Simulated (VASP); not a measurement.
# SnS2 (Berndtite-2T) (P-3m1) in VASP: single point with PBE

Aim: the single point of SnS2 (Berndtite-2T) with PBE.

All numbers are computed with VASP 6.6.1; they aren't measurements. Logs are shortened: lines on timing, memory, paths and dates and some standing lists are left out, and cuts for length are marked.

**1. The cell of the first run**

Symmetry: P-3m1, No. 164, trigonal system. The conventional cell has a = 3.639 Å, b = 3.639 Å, c = 5.868 Å, α = 90.00°, β = 90.00°, γ = 120.00°. Sn (site symmetry -3m) has 6 S at 2.56 Å within 3.4 Å. Within 3.4 Å of S (site symmetry 3m) lie 3 Sn at 2.56 Å.

**2. Single point, PBE**

INCAR

```
SYSTEM = SnS2
ALGO = Normal
EDIFF = 1E-6
ENCUT = 500
GGA = PE
GGA_COMPAT = .False.
ISIF = 2
ISMEAR = 0
LASPH = .True.
LCHARG = .False.
LREAL = .False.
LWAVE = .False.
NBANDS = 20
NELM = 120
PREC = Accurate
SIGMA = 0.01
```

KPOINTS

```
k-points
0
Gamma
  6 6 3
  0 0 0
```

POSCAR

```
SnS2
1.0
    3.6390000000      0.0000000000      0.0000000000
   -1.8195000000      3.1514700000      0.0000000000
    0.0000000000      0.0000000000      5.8680000000
Sn S
1 2
Direct
    0.0000000000      0.0000000000      0.0000000000
    0.3333333333      0.6666666667      0.2500000000
    0.6666666667      0.3333333333      0.7500000000
```

Potentials or basis: VASP PAW PBE potentials, release 64 (Sn_d, S).

Started as:

```
$ cat potpaw_PBE.64/Sn_d/POTCAR potpaw_PBE.64/S/POTCAR > POTCAR
$ mpirun -np 1 vasp_std > vasp.out
```

OUTCAR:

```text
SYSTEM = SnS2
   EDIFF = 1E-6
   ENCUT = 500
   GGA = PE
   ISIF = 2
   ISMEAR = 0
   LASPH = .True.
   LREAL = .False.
   NELM = 120
   PREC = Accurate

 ion  position               nearest neighbor table
   1  0.000  0.000  0.000-   2 2.56   3 2.56   3 2.56   2 2.56   3 2.56   2 2.56
   2  0.333  0.667  0.250-   1 2.56   1 2.56   1 2.56
   3  0.667  0.333  0.750-   1 2.56   1 2.56   1 2.56

  LATTYP: Found a hexagonal cell.
 ALAT       =     3.6390000000
 C/A-ratio  =     1.6125309151

  Lattice vectors:

 A1 = (   3.6390000000,   0.0000000000,   0.0000000000)
 A2 = (  -1.8195000000,   3.1514700000,   0.0000000000)
 A3 = (   0.0000000000,   0.0000000000,   5.8680000000)

Analysis of symmetry for initial positions (statically):
=====================================================================
 Subroutine PRICEL returns:
 Original cell was already a primitive cell.

 Routine SETGRP: Setting up the symmetry group for a
 hexagonal supercell.

 Subroutine GETGRP returns: Found 12 space group operations
 (whereof 12 operations were pure point group operations)
 out of a pool of 24 trial point group operations.

The static configuration has the point symmetry D_3d.

Analysis of symmetry for dynamics (positions and initial velocities):
=====================================================================
 Subroutine PRICEL returns:
 Original cell was already a primitive cell.

 Routine SETGRP: Setting up the symmetry group for a
 hexagonal supercell.

 Subroutine GETGRP returns: Found 12 space group operations
 (whereof 12 operations were pure point group operations)
 out of a pool of 24 trial point group operations.

The dynamic configuration has the point symmetry D_3d.

 Subroutine INISYM returns: Found 12 space group operations
 (whereof 12 operations are pure point group operations),
 and found     1 'primitive' translations

----------------------------------------------------------------------------------------

                                     Primitive cell

  volume of cell :      67.2954

  direct lattice vectors                    reciprocal lattice vectors
     3.639000000  0.000000000  0.000000000     0.274800769  0.158656119  0.000000000
    -1.819500000  3.151470000  0.000000000     0.000000000  0.317312238  0.000000000
     0.000000000  0.000000000  5.868000000     0.000000000  0.000000000  0.170415815

  length of vectors
     3.639000000  3.639003079  5.868000000     0.317312507  0.317312238  0.170415815

[... 73 lines left out ...]
   NELM   =    120;   NELMIN=  2; NELMDL= -5     # of ELM steps
   EDIFF  = 0.1E-05   stopping-criterion for ELM
   LREAL  =      F    real-space projection
   EDIFFG = 0.1E-04   stopping-criterion for IOM
   NSW    =      0    number of steps for IOM
   IBRION =     -1    ionic relax: 0-MD 1-quasi-New 2-CG
   NFREE  =      0    steps in history (QN), initial steepest desc. (CG)
   ISIF   =      2    stress and relaxation
   ISYM   =      2    0-nonsym 1-usesym 2-fastsym
   POTIM  = 0.5000    time-step for ionic-motion
   TEBEG  =    0.0;   TEEND  =   0.0 temperature during run
   PSTRESS=    0.0 pullay stress
   NELECT =      26.0000    total number of electrons
   NUPDOWN=      -1.0000    fix difference up-down
   EMIN   =  10.00;   EMAX   =-10.00  energy-range for DOS
   EFERMI =   0.00;   METHOD = LEGACY
   ISMEAR =     0;   SIGMA  =   0.01  broadening in eV -4-tet -1-fermi 0-gaus
   EFERMI_NEDOS =   21; number of points for ismear=-14 and -15
   IALGO  =     38    algorithm
   IMIX   =      4    mixing-type and parameters
     AMIX     =   0.40;   BMIX     =  1.00
     AMIX_MAG =   1.60;   BMIX_MAG =  1.00
  volume/ion in A,a.u.               =      22.43       151.38
  Fermi-wavevector in a.u.,A,eV,Ry     =   1.192351  2.253217 19.343419  1.421701
  Thomas-Fermi vector in A             =   2.328391
   LORBIT       =      0    0 simple, 1 ext, 2 COOP (PROOUT), +10 PAW based schemes
   GGA     = PE    functional components
   LHFCALC =     F    Hartree Fock is set to
   AEXX    =    0.0000 exact exchange contribution
   IVDW    =     0    specifies the selected vdW correction
   LEPSILON=     F    determine dielectric tensor
   LRPA    =     F    only Hartree local field effects (RPA)
 non-spin polarized calculation
 Gauss-broadening in eV      SIGMA  =   0.01
  energy-cutoff  :      500.00
  volume of cell :       67.30
 maximum number of plane-waves:      1737
 NGX is ok and might be reduce to    28
   NGX = 13   NGY = 13   NGZ = 21

 number of electron      26.0000007 magnetization

 Free energy of the ion-electron system (eV)
  ---------------------------------------------------
  ext. energy  EPLUGINS =         0.00000000
  ---------------------------------------------------
  free energy    TOTEN  =       -13.13011059 eV

  energy without entropy =      -13.13011059  energy(sigma->0) =      -13.13011059

 E-fermi :   4.9121     XC(G=0):  -9.6600

 val. band max:        4.7982468372   @ k =   0.0000   0.0000   0.0000
 cond. band min:       6.2442907086   @ k =   0.5000  -0.0000   0.3333
 fundamental gap:      1.4460438714
 Fermi energy:         4.9121409180

 k-point     1 :       0.0000    0.0000    0.0000
  band No.  band energies     occupation
      1     -16.1466      2.00000
      2     -16.1466      2.00000
      3     -16.1026      2.00000
      4     -16.0740      2.00000
      5     -16.0740      2.00000
      6      -9.0602      2.00000
[... 380 lines left out ...]
     19      14.3372      0.00000
     20      14.3372      0.00000

------------------------ aborting loop because EDIFF is reached ----------------------------------------

  FORCE on cell =-STRESS in cart. coord.  units (eV):
  Direction    XX          YY          ZZ          XY          YZ          ZX
  --------------------------------------------------------------------------------------
  -------------------------------------------------------------------------------------
  Total        1.8232323      1.8232365      1.6676030      0.0000000      0.0000000      0.0000000
  in kB       43.4077487     43.4078466     39.7025056      0.0000000      0.0000000      0.0000000
  external PRESSURE =      42.1727003 kB  Pullay stress =       0.0000000 kB

 VOLUME and BASIS-vectors are now :
 -----------------------------------------------------------------------------
  energy-cutoff  :      500.00
  volume of cell :       67.30
      direct lattice vectors                 reciprocal lattice vectors
     3.639000000  0.000000000  0.000000000     0.274800769  0.158656119  0.000000000
    -1.819500000  3.151470000  0.000000000     0.000000000  0.317312238  0.000000000
     0.000000000  0.000000000  5.868000000     0.000000000  0.000000000  0.170415815

 POSITION                                       TOTAL-FORCE (eV/Angst)
 -----------------------------------------------------------------------------------
      0.00000      0.00000      0.00000         0.000000      0.000000      0.000000
     -0.00000      2.10098      1.46700         0.000000     -0.000000      0.223016
      1.81950      1.05049      4.40100        -0.000000      0.000000     -0.223016
 -----------------------------------------------------------------------------------
    total drift:                               -0.000000     -0.000000     -0.000000

  FREE ENERGIE OF THE ION-ELECTRON SYSTEM (eV)
  ---------------------------------------------------
  free  energy   TOTEN  =       -13.1301105858 eV

  energy  without entropy=      -13.1301105858  energy(sigma->0) =      -13.13011059
```

stdout:

```text
POSCAR found type information on POSCAR SnS
 POSCAR found :  2 types and       3 ions
 scaLAPACK will be used
 LDA part: xc-table for (Slater+PW92), standard interpolation
 POSCAR, INCAR and KPOINTS ok, starting setup
 FFT: planning ... GRIDC
 FFT: planning ... GRID_SOFT
 FFT: planning ... GRID
 WAVECAR not read
 entering main loop
```

It took 19 s on 1 thread of Intel Xeon Platinum 8259CL at 2.50GHz (Skylake/Cascade Lake), shared host; peak memory 0.18 GiB.

Results:

```
Free energy            : -13.1301 eV
Pressure               : 4.2 GPa
Largest force          : 0.223 eV/Å
Band gap on the k mesh : 1.45 eV, indirect (least direct gap 2.00 eV)
```

Forces on the atoms (eV/Å):
```
Sn   0.000  0.000  0.000
S    0.000  0.000  0.223
S    0.000  0.000 -0.223
```

Caveat: spin-orbit coupling is left out, which moves the levels of the heavy elements; this functional lacks dispersion, which binds the layers, so the pressure and a relaxed spacing across them are unreliable. A k mesh can miss the band edges.
